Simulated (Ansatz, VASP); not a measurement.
## BiS4: VASP beside Ansatz

INCAR

```
PREC = Accurate
ENCUT = 600
EDIFF = 1E-7
ISMEAR = 0
SIGMA = 0.1
LREAL = False
LASPH = True
NELM = 80
ALGO = Normal
ISIF = 3
LWAVE = False
LCHARG = False
GGA = PE
IBRION = 2
NSW = 90
EDIFFG = -0.04
```

Contents of KPOINTS:

```
Automatic mesh
0
Gamma
  4 4 4
```

POSCAR

```
BiS4
1.0
    5.6128737400      0.0000000000      0.0000000000
    0.0000000000      5.6128737400      0.0000000000
    0.0000000000      0.0000000000      4.9007072600
Bi S
1 4
Direct
    0.0000000000      0.0000000000      0.5000000000
    0.6919688800      0.0000000000      0.0000000000
    0.3080311200      0.0000000000      0.0000000000
    0.0000000000      0.6919688800      0.0000000000
    0.0000000000      0.3080311200      0.0000000000
```

Input for Ansatz:

```yaml
crystal:
  lattice:
    - [5.61287374, 0.0, 0.0]
    - [0.0, 5.61287374, 0.0]
    - [0.0, 0.0, 4.90070726]
  atoms:
    - { symbol: Bi, position: [0.0, 0.0, 0.5] }
    - { symbol: S, position: [0.69196888, 0.0, 0.0] }
    - { symbol: S, position: [0.30803112, 0.0, 0.0] }
    - { symbol: S, position: [0.0, 0.69196888, 0.0] }
    - { symbol: S, position: [0.0, 0.30803112, 0.0] }
basis:
  ecutwfc: 420
kpoints:
  mp_grid: { grid: [4, 4, 4] }
hamiltonian:
  xc: pbe
scf:
  occupations: { method: gaussian, width: 0.1 }
  lower_state_search: "off"
output:
  forces: true
  stress: true
  eigenvalues: true
relax:
  adjacent_minimum: "off"
  f_tol: 0.04
  max_steps: 70
  cell: { stress_tol: 0.4 }
```

Alike in both runs: task relaxation of cell and atoms; functional PBE; k mesh 4 × 4 × 4; occupations gaussian, width 0.1 eV; no spin polarisation.

|  | VASP | Ansatz |
| --- | --- | --- |
| version | VASP 6.6.1 | Ansatz 0.2.0 |
| potentials or method | VASP PAW PBE potentials, release 64 (Bi_d, S), cutoff 600 eV | scalar-relativistic, plane waves, PAW |
| valence electrons in the cell | 39 | 39 |

Ansatz gave:

- gap on the k mesh at the Fermi level, each at its own relaxed structure (eV): none
- relaxed volume (Å³/atom): 32.89
- relaxed length of the cell vector where the two differ most in proportion (Å): 4.042

Task: What did VASP give for the same quantities?

Result: gap on the k mesh at the Fermi level, each at its own relaxed structure (eV): none; relaxed volume (Å³/atom): 32.93; relaxed length of the cell vector where the two differ most in proportion (Å): 4.028.

A gap of «none» marks a metal or a gap that the smearing closes.

Neither program's run includes spin-orbit coupling.
